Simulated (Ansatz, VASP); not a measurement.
**HfO2: VASP beside Ansatz**

Contents of INCAR:

```
  ALGO = Normal
  EDIFF = 1E-7
  ENCUT = 520
  GGA = PE
  ISIF = 2
  ISMEAR = 0
  LASPH = True
  LCHARG = False
  LREAL = False
  LWAVE = False
  NBANDS = 18
  NELM = 100
  PREC = Accurate
  SIGMA = 0.02
```

KPOINTS

```
k-points
0
Gamma
  8 8 8
```

The input POSCAR:

```
HfO2
1.0
    0.0000000000      2.5488057648      2.5488057648
    2.5488057648      0.0000000000      2.5488057648
    2.5488057648      2.5488057648      0.0000000000
Hf O
1 2
Direct
    0.0000000000      0.0000000000      0.0000000000
    0.2500000000      0.2500000000      0.2500000000
    0.7500000000      0.7500000000      0.7500000000
```

Input for Ansatz:

```yaml
crystal:
  lattice:
    - [0.0, 2.5488057644, 2.5488057644]
    - [2.5488057644, 0.0, 2.5488057644]
    - [2.5488057644, 2.5488057644, 0.0]
  atoms:
    - { symbol: Hf, position: [0.0, 0.0, 0.0] }
    - { symbol: O, position: [0.25, 0.25, 0.25] }
    - { symbol: O, position: [0.75, 0.75, 0.75] }
basis:
  ecutwfc: 420
kpoints:
  mp_grid: { grid: [8, 8, 8] }
  band_path: { path: [VBM, CBM], npoints: 2 }
hamiltonian:
  xc: pbe
scf:
  occupations: { method: gaussian, width: 0.02 }
output:
  forces: true
  stress: true
  eigenvalues: true
  write_density: true
  write_potential: true
  elf: true
  volumetric_format: npy
```

Alike in both runs: task single point; functional PBE; k mesh 8 × 8 × 8; occupations gaussian, width 0.02 eV; no spin polarisation.

```csv
,VASP,Ansatz
version,VASP 6.6.1,Ansatz 0.2.0
potentials or method,"VASP PAW PBE potentials, release 64 (Hf_pv, O), cutoff 520 eV","scalar-relativistic, plane waves, PAW"
valence electrons in the cell,22,38
```

|  | VASP | Ansatz | Ansatz less VASP |
| --- | --- | --- | --- |
| gap on the k mesh at the Fermi level (eV) | 3.76 | 3.75 | -0.011 |
| least direct gap on the mesh (eV) | 3.76 | 3.75 | -0.011 |
| pressure (GPa) | -3.6 | 0.0 | +3.63 |

With one functional, cell and mesh, what is left measures potentials, basis and numerics. VASP's potentials hold 22 valence electrons a cell and Ansatz's 38, so a difference there can come from the potentials and not from the codes.

Spin-orbit coupling is off throughout.
